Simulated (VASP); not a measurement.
Set up this calculation in VASP 6.6.1, as the native input.

* Task: single point
* Functional: PBE
* Potentials or basis: VASP PAW PBE potentials, release 64 (Si, Ge_d)
* Cutoff: 520 eV
* k mesh: 6 × 6 × 1
* Occupations: gaussian, width 0.1 eV
* Spin: no spin polarisation
* Dipole correction: no
* Further INCAR settings: ALGO = Normal; EDIFF = 1e-07; NBANDS = 61

The structure of Si2Ge3 lies in POSCAR:

```
Si2Ge3
1.0
    3.2884534500      0.0000000000      0.0000000000
   -1.6442267300      2.8478842300      0.0000000000
    0.0000000000      0.0000000000     18.8454698100
Si Ge
4 6
Direct
    0.3333333300      0.6666666700      0.6500000000
    0.3333333300      0.6666666700      0.8500000000
    0.6666666700      0.3333333300      0.1500000000
    0.6666666700      0.3333333300      0.3500000000
    0.3333333300      0.6666666700      0.0500000000
    0.3333333300      0.6666666700      0.2500000000
    0.3333333300      0.6666666700      0.4500000000
    0.6666666700      0.3333333300      0.5500000000
    0.6666666700      0.3333333300      0.7500000000
    0.6666666700      0.3333333300      0.9500000000
```

One way to write it, as run:

INCAR

```
SYSTEM = Si2Ge3
PREC     = Accurate       ! precision mode
ENCUT    = 520            ! plane-wave cutoff, eV
EDIFF    = 1E-7           ! SCF threshold, eV
ISMEAR   = 0              ! smearing method
SIGMA    = 0.1            ! smearing width, eV
LREAL    = .False.        ! projectors in reciprocal space
LASPH    = .True.         ! aspherical terms in the spheres
NELM     = 80             ! most SCF steps
ALGO     = Normal         ! electronic algorithm
ISIF     = 2              ! what is computed and relaxed
LWAVE    = .False.        ! write WAVECAR
LCHARG   = .False.        ! write CHGCAR
GGA      = PE             ! functional
NBANDS   = 61             ! bands
```

KPOINTS

```
regular mesh
0
Gamma
  6 6 1
  0 0 0
```

Potentials or basis: VASP PAW PBE potentials, release 64 (Si, Ge_d).

Run with:

```console
$ cat potpaw_PBE.64/Si/POTCAR potpaw_PBE.64/Ge_d/POTCAR > POTCAR
$ mpirun -np 1 vasp_std > vasp.out
```

It gave:

```
Pressure               : 2.8 GPa
Largest force          : 0.801 eV/Å
Band gap on the k mesh : zero (bands 50 and 51 overlap by 5.23 eV)
```

Caveat: the k points lie up to 0.37 Å⁻¹ apart, too coarse for converged energies and pressures of a metal.

Wall time 67 s on 1 thread of Intel(R) Xeon(R) Platinum 8488C (Sapphire Rapids), with other jobs on the host, peak memory 0.28 GiB.
